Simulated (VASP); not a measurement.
# RbZn (F-43m) in VASP: further runs

Runs on RbZn. Level: PBE. Tasks: relaxation of cell and atoms, single point.

All numbers are computed with VASP 6.6.1; they aren't measurements. Logs are shortened: lines on timing, memory, paths and dates and some standing lists are left out, and cuts for length are marked.

**1. The cell of the first run**

The structure is cubic, space group F-43m (No. 216). The conventional cell has a = 6.268 Å, b = 6.268 Å, c = 6.268 Å, α = 90.00°, β = 90.00°, γ = 90.00°. Rb (site symmetry -43m) has 4 Zn at 2.71 Å within 3.6 Å. Zn (site symmetry -43m) has 4 Rb at 2.71 Å within 3.6 Å.

**2. Relaxation of cell and atoms, PBE**

INCAR reads:

```
SYSTEM = RbZn
  ALGO = Normal
  EDIFF = 1E-7
  EDIFFG = -0.04
  ENCUT = 600
  GGA = PE
  IBRION = 2
  ISIF = 3
  ISMEAR = 0
  LASPH = .True.
  LCHARG = .False.
  LREAL = .False.
  LWAVE = .False.
  NELM = 80
  NSW = 90
  PREC = Accurate
  SIGMA = 0.1
```

KPOINTS reads:

```
k-points
0
Gamma
  6 6 6
  0 0 0
```

POSCAR reads:

```
RbZn
1.0
    0.0000000000      3.1339798286      3.1339798286
    3.1339798286      0.0000000000      3.1339798286
    3.1339798286      3.1339798286      0.0000000000
Rb Zn
1 1
Direct
    0.0000000000      0.0000000000      0.0000000000
    0.7500000000      0.7500000000      0.7500000000
```

Potentials or basis: VASP PAW PBE potentials, release 64 (Rb_sv, Zn).

Command:

```
$ cat potpaw_PBE.64/Rb_sv/POTCAR potpaw_PBE.64/Zn/POTCAR > POTCAR
$ mpirun -np 1 vasp_std > vasp.out
```

OUTCAR:

```text
SYSTEM = RbZn
   EDIFF = 1E-7
   EDIFFG = -0.04
   ENCUT = 600
   GGA = PE
   IBRION = 2
   ISIF = 3
   ISMEAR = 0
   LASPH = .True.
   LREAL = .False.
   NELM = 80
   NSW = 90
   PREC = Accurate

 ion  position               nearest neighbor table
   1  0.000  0.000  0.000-   2 2.71   2 2.71   2 2.71   2 2.71
   2  0.750  0.750  0.750-   1 2.71   1 2.71   1 2.71   1 2.71

  LATTYP: Found a face centered cubic cell.
 ALAT       =     6.2679596572

  Lattice vectors:

 A1 = (   0.0000000000,   3.1339798286,   3.1339798286)
 A2 = (   3.1339798286,   0.0000000000,   3.1339798286)
 A3 = (   3.1339798286,   3.1339798286,   0.0000000000)

Analysis of symmetry for initial positions (statically):
=====================================================================
 Subroutine PRICEL returns:
 Original cell was already a primitive cell.

 Routine SETGRP: Setting up the symmetry group for a
 face centered cubic supercell.

 Subroutine GETGRP returns: Found 24 space group operations
 (whereof 24 operations were pure point group operations)
 out of a pool of 48 trial point group operations.

The static configuration has the point symmetry T_d .

Analysis of symmetry for dynamics (positions and initial velocities):
=====================================================================
 Subroutine PRICEL returns:
 Original cell was already a primitive cell.

 Routine SETGRP: Setting up the symmetry group for a
 face centered cubic supercell.

 Subroutine GETGRP returns: Found 24 space group operations
 (whereof 24 operations were pure point group operations)
 out of a pool of 48 trial point group operations.

The dynamic configuration has the point symmetry T_d .

 Subroutine INISYM returns: Found 24 space group operations
 (whereof 24 operations are pure point group operations),
 and found     1 'primitive' translations

----------------------------------------------------------------------------------------

                                     Primitive cell

  volume of cell :      61.5628

  direct lattice vectors                    reciprocal lattice vectors
     0.000000000  3.133979829  3.133979829    -0.159541550  0.159541550  0.159541550
     3.133979829  0.000000000  3.133979829     0.159541550 -0.159541550  0.159541550
     3.133979829  3.133979829  0.000000000     0.159541550  0.159541550 -0.159541550

  length of vectors
     4.432116778  4.432116778  4.432116778     0.276334071  0.276334071  0.276334071

  position of ions in fractional coordinates (direct lattice)
     0.000000000  0.000000000  0.000000000
     0.750000000  0.750000000  0.750000000

  ion indices of the primitive-cell ions
   primitive index   ion index
                 1           1
                 2           2

----------------------------------------------------------------------------------------

 KPOINTS: k-points

Automatic generation of k-mesh.
 Grid dimensions read from file:
 generate k-points for:    6    6    6

 Generating k-lattice:

  Cartesian coordinates                     Fractional coordinates (reciprocal lattice)
    -0.026590258  0.026590258  0.026590258     0.166666667  0.000000000  0.000000000
     0.026590258 -0.026590258  0.026590258     0.000000000  0.166666667  0.000000000
     0.026590258  0.026590258 -0.026590258     0.000000000  0.000000000  0.166666667

  Length of vectors
     0.046055678  0.046055678  0.046055678

  Shift w.r.t. Gamma in fractional coordinates (k-lattice)
     0.000000000  0.000000000  0.000000000

 Subroutine IBZKPT returns following result:
 ===========================================

 Found     16 irreducible k-points:

 Following reciprocal coordinates:
            Coordinates               Weight
  0.000000  0.000000  0.000000      1.000000
  0.166667  0.000000  0.000000      8.000000
  0.333333  0.000000  0.000000      8.000000
  0.500000  0.000000  0.000000      4.000000
  0.166667  0.166667  0.000000      6.000000
  0.333333  0.166667  0.000000     24.000000
[... 8 lines left out ...]
 -0.333333  0.333333  0.166667     24.000000
 -0.333333  0.500000  0.166667     12.000000
   k-points           NKPTS =     16   k-points in BZ     NKDIM =     16   number of bands    NBANDS=     14
   number of dos      NEDOS =    301   number of ions     NIONS =      2
   total plane-waves  NPLWV =  46656
   dimension x,y,z NGX =    36 NGY =   36 NGZ =   36
   dimension x,y,z NGXF=    72 NGYF=   72 NGZF=   72
   ions per type =               1   1
   NGX,Y,Z   is equivalent  to a cutoff of  13.50, 13.50, 13.50 a.u.
   NGXF,Y,Z  is equivalent  to a cutoff of  27.01, 27.01, 27.01 a.u.
 SYSTEM =  RbZn
   PREC   = accura    normal or accurate (medium, high low for compatibility)
   ISTART =      0    job   : 0-new  1-cont  2-samecut
   ICHARG =      2    charge: 1-file 2-atom 10-const
   ISPIN  =      1    spin polarized calculation?
   LNONCOLLINEAR =      F non collinear calculations
   LSORBIT =      F    spin-orbit coupling
   LASPH  =      T    aspherical Exc in radial PAW
   ENCUT  =  600.0 eV  44.10 Ry    6.64 a.u.   8.85  8.85  8.85*2*pi/ulx,y,z
   NELM   =     80;   NELMIN=  2; NELMDL= -5     # of ELM steps
   EDIFF  = 0.1E-06   stopping-criterion for ELM
   LREAL  =      F    real-space projection
   EDIFFG = -.4E-01   stopping-criterion for IOM
   NSW    =     90    number of steps for IOM
   IBRION =      2    ionic relax: 0-MD 1-quasi-New 2-CG
   NFREE  =      1    steps in history (QN), initial steepest desc. (CG)
   ISIF   =      3    stress and relaxation
   ISYM   =      2    0-nonsym 1-usesym 2-fastsym
   POTIM  = 0.5000    time-step for ionic-motion
   TEBEG  =    0.0;   TEEND  =   0.0 temperature during run
   PSTRESS=    0.0 pullay stress
   NELECT =      21.0000    total number of electrons
   NUPDOWN=      -1.0000    fix difference up-down
   EMIN   =  10.00;   EMAX   =-10.00  energy-range for DOS
   EFERMI =   0.00;   METHOD = LEGACY
   ISMEAR =     0;   SIGMA  =   0.10  broadening in eV -4-tet -1-fermi 0-gaus
   EFERMI_NEDOS =   21; number of points for ismear=-14 and -15
   IALGO  =     38    algorithm
   IMIX   =      4    mixing-type and parameters
     AMIX     =   0.40;   BMIX     =  1.00
     AMIX_MAG =   1.60;   BMIX_MAG =  1.00
  volume/ion in A,a.u.               =      30.78       207.72
  Fermi-wavevector in a.u.,A,eV,Ry     =   1.143866  2.161593 17.802256  1.308429
  Thomas-Fermi vector in A             =   2.280560
   LORBIT       =      0    0 simple, 1 ext, 2 COOP (PROOUT), +10 PAW based schemes
   GGA     = PE    functional components
   LHFCALC =     F    Hartree Fock is set to
   AEXX    =    0.0000 exact exchange contribution
   IVDW    =     0    specifies the selected vdW correction
   LEPSILON=     F    determine dielectric tensor
   LRPA    =     F    only Hartree local field effects (RPA)
 conjugate gradient relaxation of ions
 non-spin polarized calculation
 Gauss-broadening in eV      SIGMA  =   0.10
  energy-cutoff  :      600.00
  volume of cell :       61.56
 maximum number of plane-waves:      2085
   NGX = 17   NGY = 17   NGZ = 17

--------------------------------------- Ionic step        1  -------------------------------------------

 number of electron      20.9999993 magnetization

 Free energy of the ion-electron system (eV)
  ---------------------------------------------------
  ext. energy  EPLUGINS =         0.00000000
  ---------------------------------------------------
  free energy    TOTEN  =         0.85198051 eV

  energy without entropy =        0.87337929  energy(sigma->0) =        0.86267990

------------------------ aborting loop because EDIFF is reached ----------------------------------------

  FORCE on cell =-STRESS in cart. coord.  units (eV):
  Direction    XX          YY          ZZ          XY          YZ          ZX
  --------------------------------------------------------------------------------------
  -------------------------------------------------------------------------------------
  Total        6.1318718      6.1318718      6.1318718      0.0000000      0.0000000      0.0000000
  in kB      159.5824270    159.5824270    159.5824270      0.0000000      0.0000000      0.0000000
  external PRESSURE =     159.5824270 kB  Pullay stress =       0.0000000 kB

 VOLUME and BASIS-vectors are now :
 -----------------------------------------------------------------------------
  energy-cutoff  :      600.00
  volume of cell :       61.56
      direct lattice vectors                 reciprocal lattice vectors
     0.000000000  3.133979829  3.133979829    -0.159541550  0.159541550  0.159541550
     3.133979829  0.000000000  3.133979829     0.159541550 -0.159541550  0.159541550
     3.133979829  3.133979829  0.000000000     0.159541550  0.159541550 -0.159541550

 POSITION                                       TOTAL-FORCE (eV/Angst)
 -----------------------------------------------------------------------------------
      0.00000      0.00000      0.00000         0.000000     -0.000000      0.000000
      4.70097      4.70097      4.70097        -0.000000      0.000000     -0.000000
 -----------------------------------------------------------------------------------
    total drift:                               -0.000000     -0.000000     -0.000000

  FREE ENERGIE OF THE ION-ELECTRON SYSTEM (eV)
  ---------------------------------------------------
  free  energy   TOTEN  =         0.8519805144 eV

  energy  without entropy=        0.8733792933  energy(sigma->0) =        0.86267990

--------------------------------------- Ionic step        2  -------------------------------------------

 number of electron      21.0000000 magnetization

 E-fermi :   0.3701     XC(G=0):  -6.8645

 val. band max:        0.3634794585   @ k =   0.3333   0.0000   0.0000
 cond. band min:       0.4945840221   @ k =  -0.3333   0.3333   0.1667
 fundamental gap:      0.1311045637
 Fermi energy:         0.3701462970

 k-point     1 :       0.0000    0.0000    0.0000
  band No.  band energies     occupation
      1     -27.8353      2.00000
      2     -11.9830      2.00000
      3     -11.9830      2.00000
      4     -11.9830      2.00000
      5      -7.2439      2.00000
      6      -7.2439      2.00000
      7      -7.2103      2.00000
      8      -7.2103      2.00000
      9      -7.2103      2.00000
     10      -4.2866      2.00000
     11       1.9640      0.00000
     12       1.9640      0.00000
     13       1.9640      0.00000
     14       3.6350      0.00000

 k-point     2 :       0.1667    0.0000    0.0000
  band No.  band energies     occupation
      1     -27.8341      2.00000
      2     -12.0167      2.00000
      3     -11.9864      2.00000
      4     -11.9864      2.00000
      5      -7.2444      2.00000
      6      -7.2444      2.00000
      7      -7.2208      2.00000
      8      -7.2117      2.00000
      9      -7.2117      2.00000
     10      -4.0618      2.00000
[... 334 lines left out ...]
 POSITION                                       TOTAL-FORCE (eV/Angst)
 -----------------------------------------------------------------------------------
      4.22593      8.45186      4.22593         0.000000     -0.000000     -0.000000
      6.33890      6.33890      6.33890        -0.000000      0.000000      0.000000
 -----------------------------------------------------------------------------------
    total drift:                               -0.000002     -0.000002     -0.000002

  FREE ENERGIE OF THE ION-ELECTRON SYSTEM (eV)
  ---------------------------------------------------
  free  energy   TOTEN  =        -1.0254906055 eV

  energy  without entropy=       -1.0012018451  energy(sigma->0) =       -1.01334623

--------------------------------------- Ionic step        5  -------------------------------------------

 number of electron      21.0000030 magnetization

 Free energy of the ion-electron system (eV)
  ---------------------------------------------------
  ext. energy  EPLUGINS =         0.00000000
  ---------------------------------------------------
  free energy    TOTEN  =        -1.03564488 eV

  energy without entropy =       -1.01264665  energy(sigma->0) =       -1.02414577

 E-fermi :  -0.4835     XC(G=0):  -5.5970

 val. band max:       -0.4896013605   @ k =   0.5000   0.3333   0.1667
 cond. band min:      -0.4527772185   @ k =  -0.3333   0.5000   0.1667
 fundamental gap:      0.0368241420
 Fermi energy:        -0.4834760153

 k-point     1 :       0.0000    0.0000    0.0000
  band No.  band energies     occupation
      1     -29.1212      2.00000
      2     -13.2148      2.00000
      3     -13.2148      2.00000
      4     -13.2148      2.00000
      5      -7.9809      2.00000
      6      -7.9809      2.00000
      7      -7.9803      2.00000
      8      -7.9803      2.00000
      9      -7.9803      2.00000
     10      -4.6650      2.00000
     11       0.9283      0.00000
     12       0.9283      0.00000
     13       0.9283      0.00000
     14       1.4314      0.00000

 k-point     2 :       0.1667    0.0000    0.0000
  band No.  band energies     occupation
      1     -29.1211      2.00000
      2     -13.2213      2.00000
      3     -13.2156      2.00000
      4     -13.2156      2.00000
      5      -7.9818      2.00000
      6      -7.9817      2.00000
      7      -7.9817      2.00000
      8      -7.9794      2.00000
      9      -7.9794      2.00000
     10      -4.5525      2.00000
[... 262 lines left out ...]
 POSITION                                       TOTAL-FORCE (eV/Angst)
 -----------------------------------------------------------------------------------
      0.00000      0.00000      0.00000         0.000000      0.000000      0.000000
      6.20492      6.20492      6.20492        -0.000000     -0.000000     -0.000000
 -----------------------------------------------------------------------------------
    total drift:                               -0.000002     -0.000002     -0.000002

  FREE ENERGIE OF THE ION-ELECTRON SYSTEM (eV)
  ---------------------------------------------------
  free  energy   TOTEN  =        -1.0356448808 eV

  energy  without entropy=       -1.0126466497  energy(sigma->0) =       -1.02414577

 reached required accuracy - stopping structural energy minimisation
```

Wall time 42 s (1 thread of Intel Xeon Platinum 8559C (Emerald Rapids), shared host); peak memory 0.22 GiB.

What came out:

```
Free energy                            : -1.0356 eV
Relaxed volume                         : 70.78 Å³/atom
Relaxed cell                           : a = 5.850 Å, b = 5.850 Å, c = 5.850 Å, α = 60.00°, β = 60.00°, γ = 60.00°
Space group after relaxing (to 0.05 Å) : F-43m (No. 216)
Energy gained by relaxing              : 943.8 meV/atom
Ionic steps                            : 5
Pressure after relaxing                : -0.1 GPa
```

The path:
| step | energy change (eV) | largest force (eV/Å) | pressure (GPa) | volume (Å³) |
| --- | --- | --- | --- | --- |
| 1 | 0.0000 | 0.0000 | 15.96 | 61.56 |
| 2 | -1.5716 | 0.0000 | 3.28 | 93.12 |
| 3 | -1.8027 | 0.0000 | 1.27 | 110.35 |
| 4 | -1.8775 | 0.0000 | -0.25 | 150.94 |
| 5 | -1.8876 | 0.0000 | -0.09 | 141.57 |

Final structure:
```
CELL_PARAMETERS angstrom
0.00000 4.13661 4.13661
4.13661 0.00000 4.13661
4.13661 4.13661 0.00000
ATOMIC_POSITIONS crystal
Rb 0.00000 0.00000 0.00000
Zn 0.75000 0.75000 0.75000
```

Caveat: the volume moved by over 15 % at a fixed basis, so the end points are rough.

**3. Single point, PBE**

This run uses another cell than the first one, of 69.83 Å³/atom, 2.268 times its volume.

INCAR reads:

```
SYSTEM = RbZn
PREC = Accurate
ENCUT = 520
EDIFF = 1E-6
ISMEAR = 0
SIGMA = 0.1
LREAL = .FALSE.
LASPH = .TRUE.
NELM = 100
ALGO = Fast
ISIF = 2
LWAVE = .FALSE.
LCHARG = .FALSE.
GGA = PE
NBANDS = 18
```

KPOINTS reads:

```
Automatic mesh
0
G
  12 12 12
  0 0 0
```

POSCAR reads:

```
RbZn
1.0
    0.0000000000      4.1178546621      4.1178546621
    4.1178546621      0.0000000000      4.1178546621
    4.1178546621      4.1178546621      0.0000000000
Rb Zn
1 1
Direct
    0.0000000000      0.0000000000      0.0000000000
    0.2500000000      0.2500000000      0.2500000000
```

Potentials or basis: VASP PAW PBE potentials, release 64 (Rb_sv, Zn).

Command:

```
$ cat potpaw_PBE.64/Rb_sv/POTCAR potpaw_PBE.64/Zn/POTCAR > POTCAR
$ mpirun -np 1 vasp_std > vasp.out
```

OUTCAR:

```text
SYSTEM = RbZn
   PREC = Accurate
   ENCUT = 520
   EDIFF = 1E-6
   ISMEAR = 0
   LREAL = .FALSE.
   LASPH = .TRUE.
   NELM = 100
   ISIF = 2
   GGA = PE

 ion  position               nearest neighbor table
   1  0.000  0.000  0.000-   2 3.57   2 3.57   2 3.57   2 3.57
   2  0.250  0.250  0.250-   1 3.57   1 3.57   1 3.57   1 3.57

  LATTYP: Found a face centered cubic cell.
 ALAT       =     8.2357093242

  Lattice vectors:

 A1 = (   0.0000000000,   4.1178546621,   4.1178546621)
 A2 = (   4.1178546621,   0.0000000000,   4.1178546621)
 A3 = (   4.1178546621,   4.1178546621,   0.0000000000)

Analysis of symmetry for initial positions (statically):
=====================================================================
 Subroutine PRICEL returns:
 Original cell was already a primitive cell.

 Routine SETGRP: Setting up the symmetry group for a
 face centered cubic supercell.

 Subroutine GETGRP returns: Found 24 space group operations
 (whereof 24 operations were pure point group operations)
 out of a pool of 48 trial point group operations.

The static configuration has the point symmetry T_d .

Analysis of symmetry for dynamics (positions and initial velocities):
[... 162 lines left out ...]

 val. band max:       -0.4682841966   @ k =   0.5000   0.3333   0.1667
 cond. band min:      -0.4587889379   @ k =  -0.4167   0.4167   0.1667
 fundamental gap:      0.0094952587
 Fermi energy:        -0.4647368971

 k-point     1 :       0.0000    0.0000    0.0000
  band No.  band energies     occupation
      1     -29.0827      2.00000
      2     -13.1774      2.00000
      3     -13.1774      2.00000
      4     -13.1774      2.00000
      5      -7.9795      2.00000
      6      -7.9795      2.00000
[... 481 lines left out ...]
      5      -7.9851      2.00000
      6      -7.9815      2.00000
[... 10 lines left out ...]
     17       4.2409      0.00000
     18       4.8560      0.00000

 [... further k-points ...]

------------------------ aborting loop because EDIFF is reached ----------------------------------------

  FORCE on cell =-STRESS in cart. coord.  units (eV):
  Direction    XX          YY          ZZ          XY          YZ          ZX
  --------------------------------------------------------------------------------------
  -------------------------------------------------------------------------------------
  Total        0.0008839      0.0008839      0.0008839     -0.0000000     -0.0000000      0.0000000
  in kB        0.0101411      0.0101411      0.0101411     -0.0000000     -0.0000000      0.0000000
  external PRESSURE =       0.0101411 kB  Pullay stress =       0.0000000 kB

 VOLUME and BASIS-vectors are now :
 -----------------------------------------------------------------------------
  energy-cutoff  :      520.00
  volume of cell :      139.65
      direct lattice vectors                 reciprocal lattice vectors
     0.000000000  4.117854662  4.117854662    -0.121422450  0.121422450  0.121422450
     4.117854662  0.000000000  4.117854662     0.121422450 -0.121422450  0.121422450
     4.117854662  4.117854662  0.000000000     0.121422450  0.121422450 -0.121422450

 POSITION                                       TOTAL-FORCE (eV/Angst)
 -----------------------------------------------------------------------------------
      0.00000      0.00000      0.00000         0.000000      0.000000      0.000000
      2.05893      2.05893      2.05893        -0.000000     -0.000000     -0.000000
 -----------------------------------------------------------------------------------
    total drift:                                0.000000      0.000000      0.000000

  FREE ENERGIE OF THE ION-ELECTRON SYSTEM (eV)
  ---------------------------------------------------
  free  energy   TOTEN  =        -1.0600620883 eV

  energy  without entropy=       -1.0347920495  energy(sigma->0) =       -1.04742707
```

Run time: 1.8 min. Hardware: 1 thread of Intel Xeon Platinum 8559C (Emerald Rapids), shared host; peak memory 0.43 GiB.

What came out:

| Quantity | Value |
| --- | --- |
| Free energy | -1.0601 eV |
| Pressure | 0.0 GPa |
